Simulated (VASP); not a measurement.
# Co (Fd-3m) in VASP: further runs, part 2 of 2

VASP 6.6.1. The steps go on from the part before.

## (3) Relaxation of cell and atoms, PBE

This run uses another cell than the first one, of 14.83 Å³/atom, 0.997 times its volume.

Input file INCAR:

```
SYSTEM = Co
  PREC = Accurate
  ENCUT = 600
  EDIFF = 1E-6
  ISMEAR = 0
  SIGMA = 0.1
  LREAL = .FALSE.
  LASPH = .TRUE.
  NELM = 60
  ALGO = Fast
  ISIF = 3
  LWAVE = .FALSE.
  LCHARG = .FALSE.
  GGA = PE
  IBRION = 2
  NSW = 100
  EDIFFG = -0.01
```

Input file KPOINTS:

```
regular mesh
0
G
  20 20 20
  0 0 0
```

Input file POSCAR:

```
Co
1.0
    0.0000000000      2.4569789975      2.4569789975
    2.4569789975      0.0000000000      2.4569789975
    2.4569789975      2.4569789975      0.0000000000
Co
2
Direct
    0.0000000000      0.0000000000      0.0000000000
    0.2500000000      0.2500000000      0.2500000000
```

Potentials or basis: VASP PAW PBE potentials, release 64 (Co).

Run with:

```console
$ cat potpaw_PBE.64/Co/POTCAR > POTCAR
$ mpirun -np 1 vasp_std > vasp.out
```

OUTCAR:

```text
SYSTEM = Co
   PREC = Accurate
   ENCUT = 600
   EDIFF = 1E-6
   ISMEAR = 0
   LREAL = .FALSE.
   LASPH = .TRUE.
   NELM = 60
   ISIF = 3
   GGA = PE
   IBRION = 2
   NSW = 100
   EDIFFG = -0.01

 ion  position               nearest neighbor table
   1  0.000  0.000  0.000-   2 2.13   2 2.13   2 2.13   2 2.13
   2  0.250  0.250  0.250-   1 2.13   1 2.13   1 2.13   1 2.13

  LATTYP: Found a face centered cubic cell.
 ALAT       =     4.9139579950

  Lattice vectors:

 A1 = (   0.0000000000,   2.4569789975,   2.4569789975)
 A2 = (   2.4569789975,   0.0000000000,   2.4569789975)
 A3 = (   2.4569789975,   2.4569789975,   0.0000000000)

Analysis of symmetry for initial positions (statically):
=====================================================================
 Subroutine PRICEL returns:
 Original cell was already a primitive cell.

 Routine SETGRP: Setting up the symmetry group for a
 face centered cubic supercell.

 Subroutine GETGRP returns: Found 48 space group operations
 (whereof 24 operations were pure point group operations)
 out of a pool of 48 trial point group operations.

The static configuration has the point symmetry T_d .
 The point group associated with its full space group is O_h .

Analysis of symmetry for dynamics (positions and initial velocities):
=====================================================================
 Subroutine PRICEL returns:
 Original cell was already a primitive cell.

 Routine SETGRP: Setting up the symmetry group for a
 face centered cubic supercell.

 Subroutine GETGRP returns: Found 48 space group operations
 (whereof 24 operations were pure point group operations)
 out of a pool of 48 trial point group operations.

The dynamic configuration has the point symmetry T_d .
 The point group associated with its full space group is O_h .

 Subroutine INISYM returns: Found 48 space group operations
 (whereof 24 operations are pure point group operations),
 and found     1 'primitive' translations
[... 124 lines left out ...]
   LEPSILON=     F    determine dielectric tensor
   LRPA    =     F    only Hartree local field effects (RPA)
 conjugate gradient relaxation of ions
 non-spin polarized calculation
 RMM-DIIS sequential band-by-band and
 Gauss-broadening in eV      SIGMA  =   0.10
  energy-cutoff  :      600.00
  volume of cell :       29.66
 maximum number of plane-waves:      1010
   NGX = 13   NGY = 13   NGZ = 13

 number of electron      17.9999991 magnetization

 Free energy of the ion-electron system (eV)
  ---------------------------------------------------
  ext. energy  EPLUGINS =         0.00000000
  ---------------------------------------------------
  free energy    TOTEN  =       -11.40231846 eV

  energy without entropy =      -11.37922877  energy(sigma->0) =      -11.39077362

 E-fermi :   6.3622     XC(G=0): -11.3658

 val. band max:        6.3616015769   @ k =  -0.4500   0.3500   0.1500
 cond. band min:       6.3624757474   @ k =  -0.3000   0.3000   0.1000
 fundamental gap:      0.0008741705
 Fermi energy:         6.3622058476

 k-point     1 :       0.0000    0.0000    0.0000
  band No.  band energies     occupation
      1      -0.5334      2.00000
      2       3.3266      2.00000
      3       3.3266      2.00000
      4       3.4854      2.00000
      5       3.4854      2.00000
      6       3.4854      2.00000
      7       5.3020      2.00000
      8       5.3020      2.00000
      9       5.3020      2.00000
     10       6.6308      0.00015
     11       6.6308      0.00015
     12      19.6815      0.00000
     13      19.7253      0.00000
[... 354 lines left out ...]
  band No.  band energies     occupation
      1       1.8141      2.00000
      2       3.1559      2.00000
      3       3.3121      2.00000
      4       3.5907      2.00000
      5       3.7034      2.00000
      6       3.8359      2.00000
      7       4.6272      2.00000
      8       5.4600      2.00000
      9       5.6939      2.00000
     10       6.4302      0.33630
     11       6.5954      0.00098
     12       9.5120      0.00000
     13      15.6697      0.00000

 [... further k-points ...]

------------------------ aborting loop because EDIFF is reached ----------------------------------------

  FORCE on cell =-STRESS in cart. coord.  units (eV):
  Direction    XX          YY          ZZ          XY          YZ          ZX
  --------------------------------------------------------------------------------------
  -------------------------------------------------------------------------------------
  Total        0.0043537      0.0043537      0.0043537      0.0000000     -0.0000000      0.0000000
  in kB        0.2351427      0.2351427      0.2351427      0.0000000     -0.0000000      0.0000000
  external PRESSURE =       0.2351427 kB  Pullay stress =       0.0000000 kB

 VOLUME and BASIS-vectors are now :
 -----------------------------------------------------------------------------
  energy-cutoff  :      600.00
  volume of cell :       29.66
      direct lattice vectors                 reciprocal lattice vectors
     0.000000000  2.456978997  2.456978997    -0.203501943  0.203501943  0.203501943
     2.456978997  0.000000000  2.456978997     0.203501943 -0.203501943  0.203501943
     2.456978997  2.456978997  0.000000000     0.203501943  0.203501943 -0.203501943

 POSITION                                       TOTAL-FORCE (eV/Angst)
 -----------------------------------------------------------------------------------
      0.00000      0.00000      0.00000        -0.000000     -0.000000     -0.000000
      1.22849      1.22849      1.22849         0.000000      0.000000      0.000000
 -----------------------------------------------------------------------------------
    total drift:                                0.000000      0.000000      0.000000

  FREE ENERGIE OF THE ION-ELECTRON SYSTEM (eV)
  ---------------------------------------------------
  free  energy   TOTEN  =       -11.4023184596 eV

  energy  without entropy=      -11.3792287725  energy(sigma->0) =      -11.39077362

 reached required accuracy - stopping structural energy minimisation
```

CONTCAR:

```text
Co
   1.00000000000000
     0.0000000000000000    2.4569789974999998    2.4569789974999998
     2.4569789974999998    0.0000000000000000    2.4569789974999998
     2.4569789974999998    2.4569789974999998    0.0000000000000000
  Co
     2
Direct
     0.0000000000000000    0.0000000000000000    0.0000000000000000
     0.2500000000000000    0.2500000000000000    0.2500000000000000

  0.00000000E+00  0.00000000E+00  0.00000000E+00
  0.00000000E+00  0.00000000E+00  0.00000000E+00
```

It took 1.9 min on 1 thread of Intel Xeon 6975P-C (Granite Rapids), shared host; peak memory 0.24 GiB.

What came out:

* Free energy: -11.4023 eV
* Pressure after relaxing: 0.0 GPa
* Band gap on the k mesh: zero (band 9 reaches 6.81 eV, above the bottom of band 10 at 5.98 eV)

Final structure:
```cif
data_structure
_symmetry_space_group_name_H-M 'P 1'
_symmetry_Int_Tables_number 1
_cell_length_a 3.4747
_cell_length_b 3.4747
_cell_length_c 3.4747
_cell_angle_alpha 60.000
_cell_angle_beta 60.000
_cell_angle_gamma 60.000
_cell_volume 29.66
loop_
_atom_site_label
_atom_site_type_symbol
_atom_site_fract_x
_atom_site_fract_y
_atom_site_fract_z
_atom_site_occupancy
Co1 Co 0.00000 0.00000 0.00000 1
Co2 Co 0.25000 0.25000 0.25000 1
```

Caveat: the relaxation stopped at its first step, so nothing moved; the run has no spin polarisation, though such a crystal can be magnetic.
